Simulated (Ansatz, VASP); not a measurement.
**MgO in VASP and in Ansatz**

```
Mg O
1.0
     0.00000   -2.12692   -2.12692
     0.00000    2.12692   -2.12692
     4.25385    0.00000    0.00000
Mg O
2 2
Direct
  0.50000 0.50000 0.54408
  0.00000 0.00000 0.95592
  0.50000 0.50000 0.99392
  0.00000 0.00000 0.50608
```

Change from the starting cell: mode 9 (400.1 1/cm) frozen in, largest displacement +0.188 Å.

Alike in both runs: task single point; functional PBE; k mesh 8 × 8 × 6; occupations gaussian, width 0.05 eV; no spin polarisation.

|  | VASP | Ansatz |
| --- | --- | --- |
| version | VASP 6.6.1 | Ansatz 0.2.0 |
| potentials or method | VASP PAW PBE potentials, release 64 (Mg, O), cutoff 520 eV | scalar-relativistic, plane waves, PAW |
| valence electrons in the cell | 16 | 32 |

VASP gave:

| Item | Value |
| --- | --- |
| gap on the k mesh at the Fermi level (eV) | 4.48 |
| least direct gap on the mesh (eV) | 4.48 |
| pressure (GPa) | 5.6 |
| traceless stress, the component that is largest in VASP (GPa) | 8.42 |
| rms of the force components (eV/Å) | 1.282 |

Task: What did Ansatz give for the same quantities?

Result: gap on the k mesh at the Fermi level (eV): 4.50; least direct gap on the mesh (eV): 4.50; pressure (GPa): 6.2; traceless stress, the component that is largest in VASP (GPa): 8.29; rms of the force components (eV/Å): 1.270.

Atom by atom the forces differ by 0.013 eV/Å (rms over components). VASP's potentials hold 16 valence electrons a cell and Ansatz's 32, so a difference there can come from the potentials and not from the codes.
